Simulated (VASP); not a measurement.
# V: single point with PBE

Crystal: V.

```
V
1.0
    -1.51300    1.51300    1.51300
     1.51300   -1.51300    1.51300
     1.51300    1.51300   -1.51300
V
1
Direct
  0.00000 0.00000 0.00000
```

* Program: VASP 6.6.1
* Task: single point
* Functional: PBE
* Potentials or basis: VASP PAW PBE potentials, release 64 (V_sv)
* Cutoff: 500 eV
* k mesh: 6 × 6 × 6
* Occupations: methfessel-paxton, width 0.033 eV
* Spin: collinear spin, ferromagnetic start
* Starting moments: [0.51] μB

* Pressure: -3.8 GPa
* Net moment: 0.64 μB per cell
* Site moments: V +0.50 μB
* Valence electrons inside the program's atomic spheres: V 11.61

Levels at points of the mesh, in eV from the Fermi level:
Spin up:
| k point | band 5 | band 6 | band 7 | band 8 | band 9 | band 10 |
| --- | --- | --- | --- | --- | --- | --- |
| (0.00, 0.00, 0.00) | -6.81 | 0.08 | 0.08 | 0.08 | 2.17 | 2.17 |
| (0.50, 0.00, 0.00) | -3.36 | -1.40 | 1.26 | 2.12 | 2.51 | 3.66 |
| (0.50, 0.50, 0.50) | -3.08 | -3.08 | 3.28 | 3.28 | 3.28 | 9.62 |
Spin down:
```
           k point  band 4  band 5  band 6  band 7  band 8  band 9
(0.00, 0.00, 0.00)  -36.92   -6.35    0.64    0.64    0.64    2.43
(0.50, 0.00, 0.00)  -36.93   -2.90   -0.84    1.71    2.48    2.78
(0.50, 0.50, 0.50)  -37.48   -2.76   -2.76    3.82    3.82    3.82
```

Wall time 6.1 s on 1 thread of Intel(R) Xeon(R) Platinum 8375C CPU @ 2.90GHz (Ice Lake) (shared host), peak memory 0.13 GiB.

Caveat: the k points lie up to 0.49 Å⁻¹ apart.
